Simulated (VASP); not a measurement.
# Al (Pm-3m) in VASP: notebook

Aim: see how the results for Al move with the level of theory and the settings. Levels: PBEsol-based global hybrid, r2SCANh, r2SCAN50, HF. Tasks: relaxation of cell and atoms, single point.

All numbers are computed with VASP 6.6.1; they aren't measurements. Logs are shortened: lines on timing, memory, paths and dates and some standing lists are left out, and cuts for length are marked.

## (1) The cell of the first run

Symmetry: Pm-3m, No. 221, cubic system. Conventional cell: a = 2.722 Å, b = 2.722 Å, c = 2.722 Å, α = 90.00°, β = 90.00°, γ = 90.00°. Within 3.6 Å of Al (site symmetry m-3m) lie 6 Al at 2.72 Å.

## (2) Relaxation of cell and atoms, PBEsol-based global hybrid

POSCAR

```
Al
1.0
    2.7217600000      0.0000000000      0.0000000000
    0.0000000000      2.7217600000      0.0000000000
    0.0000000000      0.0000000000      2.7217600000
Al
1
Direct
    0.0000000000      0.0000000000      0.0000000000
```

INCAR.step1

```
SYSTEM = Al
ALGO = Normal
EDIFF = 1E-5
ENCUT = 600
GGA = PE
ISMEAR = -1
LASPH = .TRUE.
LCHARG = .FALSE.
LREAL = .FALSE.
LWAVE = .TRUE.
NBANDS = 8
NELM = 100
PREC = Accurate
SIGMA = 0.05
```

INCAR.step2

```
SYSTEM = Al
AEXX = 0.25
ALGO = Normal
EDIFF = 1E-6
EDIFFG = -0.01
ENCUT = 600
GGA = PS
IBRION = 2
ISIF = 3
ISMEAR = -1
ISTART = 1
LASPH = .TRUE.
LCHARG = .FALSE.
LHFCALC = .TRUE.
LREAL = .FALSE.
LWAVE = .FALSE.
NELM = 100
NSW = 60
PREC = Accurate
PRECFOCK = Normal
SIGMA = 0.05
```

KPOINTS

```
k-points
0
G
  5 5 5
  0 0 0
```

Potentials or basis: VASP PAW PBE potentials, release 64 (Al).

The run is started by

```sh
$ cat potpaw_PBE.64/Al/POTCAR > POTCAR
$ cp INCAR.step1 INCAR
$ mpirun -np 1 vasp_std > vasp.out
$ cp INCAR.step2 INCAR
$ mpirun -np 1 vasp_std > vasp.out
```

OUTCAR:

```text
SYSTEM = Al
   AEXX = 0.25
   EDIFF = 1E-6
   EDIFFG = -0.01
   ENCUT = 600
   GGA = PS
   IBRION = 2
   ISIF = 3
   ISMEAR = -1
   ISTART = 1
   LASPH = .TRUE.
   LHFCALC = .TRUE.
   LREAL = .FALSE.
   NELM = 100
   NSW = 60
   PREC = Accurate
   PRECFOCK = Normal

 ion  position               nearest neighbor table
   1  0.000  0.000  0.000-

  LATTYP: Found a simple cubic cell.
 ALAT       =     2.7217600000

  Lattice vectors:

 A1 = (   2.7217600000,   0.0000000000,   0.0000000000)
 A2 = (   0.0000000000,   2.7217600000,   0.0000000000)
 A3 = (   0.0000000000,   0.0000000000,   2.7217600000)

Analysis of symmetry for initial positions (statically):
=====================================================================
 Subroutine PRICEL returns:
 Original cell was already a primitive cell.

 Routine SETGRP: Setting up the symmetry group for a
 simple cubic supercell.

 Subroutine GETGRP returns: Found 48 space group operations
[... 9 lines left out ...]

 Routine SETGRP: Setting up the symmetry group for a
 simple cubic supercell.

 Subroutine GETGRP returns: Found 48 space group operations
[... 11 lines left out ...]
                                     Primitive cell

  volume of cell :      20.1627

  direct lattice vectors                    reciprocal lattice vectors
     2.721760000  0.000000000  0.000000000     0.367409323  0.000000000  0.000000000
     0.000000000  2.721760000  0.000000000     0.000000000  0.367409323  0.000000000
     0.000000000  0.000000000  2.721760000     0.000000000  0.000000000  0.367409323

  length of vectors
     2.721760000  2.721760000  2.721760000     0.367409323  0.367409323  0.367409323

  position of ions in fractional coordinates (direct lattice)
     0.000000000  0.000000000  0.000000000

  ion indices of the primitive-cell ions
   primitive index   ion index
                 1           1

----------------------------------------------------------------------------------------

 KPOINTS: k-points

Automatic generation of k-mesh.
 Grid dimensions read from file:
 generate k-points for:    5    5    5

 Generating k-lattice:

  Cartesian coordinates                     Fractional coordinates (reciprocal lattice)
     0.073481865  0.000000000  0.000000000     0.200000000  0.000000000  0.000000000
     0.000000000  0.073481865  0.000000000     0.000000000  0.200000000  0.000000000
[... 37 lines left out ...]
   ISPIN  =      1    spin polarized calculation?
   LNONCOLLINEAR =      F non collinear calculations
   LSORBIT =      F    spin-orbit coupling
   LASPH  =      T    aspherical Exc in radial PAW
   ENCUT  =  600.0 eV  44.10 Ry    6.64 a.u.   5.44  5.44  5.44*2*pi/ulx,y,z
   NELM   =    100;   NELMIN=  2; NELMDL=  0     # of ELM steps
   EDIFF  = 0.1E-05   stopping-criterion for ELM
   LREAL  =      F    real-space projection
   EDIFFG = -.1E-01   stopping-criterion for IOM
   NSW    =     60    number of steps for IOM
   IBRION =      2    ionic relax: 0-MD 1-quasi-New 2-CG
   NFREE  =      1    steps in history (QN), initial steepest desc. (CG)
   ISIF   =      3    stress and relaxation
   ISYM   =      3    0-nonsym 1-usesym 2-fastsym
   POTIM  = 0.5000    time-step for ionic-motion
   TEBEG  =    0.0;   TEEND  =   0.0 temperature during run
   PSTRESS=    0.0 pullay stress
   NELECT =       3.0000    total number of electrons
   NUPDOWN=      -1.0000    fix difference up-down
   EMIN   =  10.00;   EMAX   =-10.00  energy-range for DOS
   EFERMI =   0.00;   METHOD = LEGACY
   ISMEAR =    -1;   SIGMA  =   0.05  broadening in eV -4-tet -1-fermi 0-gaus
   EFERMI_NEDOS =   21; number of points for ismear=-14 and -15
   IALGO  =     38    algorithm
   IMIX   =      1    mixing-type and parameters
     AMIX     =   0.40;   BMIX     =  1.00
     AMIX_MAG =   1.60;   BMIX_MAG =  1.00
  volume/ion in A,a.u.               =      20.16       136.06
  Fermi-wavevector in a.u.,A,eV,Ry     =   0.867492  1.639322 10.238958  0.752542
  Thomas-Fermi vector in A             =   1.986034
   LORBIT       =      0    0 simple, 1 ext, 2 COOP (PROOUT), +10 PAW based schemes
   GGA     = PS    functional components
   LHFCALC =     T    Hartree Fock is set to
   PRECFOCK=normal    Normal, Fast or Accurate (Low or Medium for compatibility)
   ENCUT4O =  -1.0   cutoff for four orbital integrals eV
   NKREDX  =     1    reduce k-point grid by
   NKREDY  =     1    reduce k-point grid by
   NKREDZ  =     1    reduce k-point grid by
   AEXX    =    0.2500 exact exchange contribution
   HFSCREEN=    0.0000 screening length (either q_TF or 0.3 A-1)
   HFSCREENC=   0.0000 screening length for correlation (either q_TF or 0.3 A-1)
   ENCUTFOCK=  -1.0 apply spherical cutoff to Coloumb kernel
   IVDW    =     0    specifies the selected vdW correction
   LEPSILON=     F    determine dielectric tensor
   LRPA    =     F    only Hartree local field effects (RPA)
 conjugate gradient relaxation of ions
 non-spin polarized calculation
  energy-cutoff  :      600.00
  volume of cell :       20.16
 maximum number of plane-waves:       691
 NGX is ok and might be reduce to    24
  NGX = 18; NGY = 18; NGZ = 18

--------------------------------------- Ionic step        1  -------------------------------------------

 number of electron       3.0000000 magnetization

 Free energy of the ion-electron system (eV)
  ---------------------------------------------------
  ext. energy  EPLUGINS =         0.00000000
  ---------------------------------------------------
  free energy    TOTEN  =        -4.25320253 eV

  energy without entropy =       -4.24740675  energy(sigma->0) =       -4.25030464

------------------------ aborting loop because EDIFF is reached ----------------------------------------

  FORCE on cell =-STRESS in cart. coord.  units (eV):
  Direction    XX          YY          ZZ          XY          YZ          ZX
  --------------------------------------------------------------------------------------
  -------------------------------------------------------------------------------------
  Total       -0.2418296     -0.2418296     -0.2418296     -0.0000000     -0.0000000      0.0000000
  in kB      -19.2163336    -19.2163336    -19.2163336     -0.0000000     -0.0000000      0.0000000
  external PRESSURE =     -19.2163336 kB  Pullay stress =       0.0000000 kB
[... 57 lines left out ...]
--------------------------------------- Ionic step        3  -------------------------------------------

 number of electron       3.0000000 magnetization

 Free energy of the ion-electron system (eV)
  ---------------------------------------------------
  ext. energy  EPLUGINS =         0.00000000
  ---------------------------------------------------
  free energy    TOTEN  =        -4.25706012 eV

  energy without entropy =       -4.25126373  energy(sigma->0) =       -4.25416193

 E-fermi :   5.5343     XC(G=0):  -7.5786

 val. band max:        5.4899671592   @ k =   0.4000   0.4000   0.0000
 cond. band min:       6.7840874759   @ k =   0.4000   0.4000   0.2000
 fundamental gap:      1.2941203166
 Fermi energy:         5.5343357328

 k-point     1 :       0.0000    0.0000    0.0000
  band No.  band energies     occupation
      1      -5.7616      2.00000
      2      15.1811      0.00000
      3      15.1811      0.00000
      4      16.4667      0.00000
      5      16.4667      0.00000
[... 98 lines left out ...]
  FREE ENERGIE OF THE ION-ELECTRON SYSTEM (eV)
  ---------------------------------------------------
  free  energy   TOTEN  =        -4.2570601215 eV

  energy  without entropy=       -4.2512637311  energy(sigma->0) =       -4.25416193

 reached required accuracy - stopping structural energy minimisation
```

OSZICAR.step1:

```text
N       E                     dE             d eps       ncg     rms          rms(c)
DAV:   1    -0.573507216391E+00   -0.57351E+00   -0.86436E+02   160   0.228E+02
DAV:   2    -0.340792277664E+01   -0.28344E+01   -0.20416E+01   216   0.200E+01
DAV:   3    -0.342416628907E+01   -0.16244E-01   -0.16243E-01   216   0.212E+00
DAV:   4    -0.342424695316E+01   -0.80664E-04   -0.80665E-04   200   0.139E-01
DAV:   5    -0.342424739977E+01   -0.44661E-06   -0.44607E-06   192   0.817E-03    0.100E+00
DAV:   6    -0.342020376194E+01    0.40436E-02   -0.20853E-03   176   0.177E-01    0.588E-01
DAV:   7    -0.341744127080E+01    0.27625E-02   -0.53782E-03   192   0.278E-01    0.981E-02
DAV:   8    -0.341745251023E+01   -0.11239E-04   -0.44670E-05   232   0.430E-02    0.127E-02
DAV:   9    -0.341745191669E+01    0.59354E-06   -0.74732E-07   112   0.357E-03
   1 F= -.34174519E+01 E0= -.34145321E+01  d E =-.583954E-02
```

Run time: 30 s. Hardware: 1 thread of Intel Xeon 6975P-C (Granite Rapids), shared host; peak memory 0.13 GiB.

What came out:

```
Free energy                            : -4.2571 eV
Relaxed volume                         : 19.53 Å³/atom
Relaxed cell                           : a = 2.693 Å, b = 2.693 Å, c = 2.693 Å, α = 90.00°, β = 90.00°, γ = 90.00°
Space group after relaxing (to 0.05 Å) : Pm-3m (No. 221)
Energy gained by relaxing              : 3.9 meV/atom
Ionic steps                            : 3
Pressure after relaxing                : 0.0 GPa
```

Step by step:
```csv
step,energy change (eV),largest force (eV/Å),pressure (GPa),volume (Å³)
1,0.0000,0.0000,-1.92,20.16
2,-0.0038,0.0000,0.22,19.47
3,-0.0039,0.0000,0.02,19.53
```

Final structure:
```
Al
1.0
     2.69308    0.00000    0.00000
     0.00000    2.69308    0.00000
     0.00000    0.00000    2.69308
Al
1
Direct
  0.00000 0.00000 0.00000
```

Levels at points of the mesh, in eV from the Fermi level:
```csv
k point,band 1,band 2,band 3,band 4,band 5
"(0.00, 0.00, 0.00)",-11.30,9.65,9.65,10.93,10.93
```

Caveat: the k points lie up to 0.47 Å⁻¹ apart in the final cell; the PAW data sets were made with another functional, which shifts forces and pressure a little.

[end of part 1 of 3]
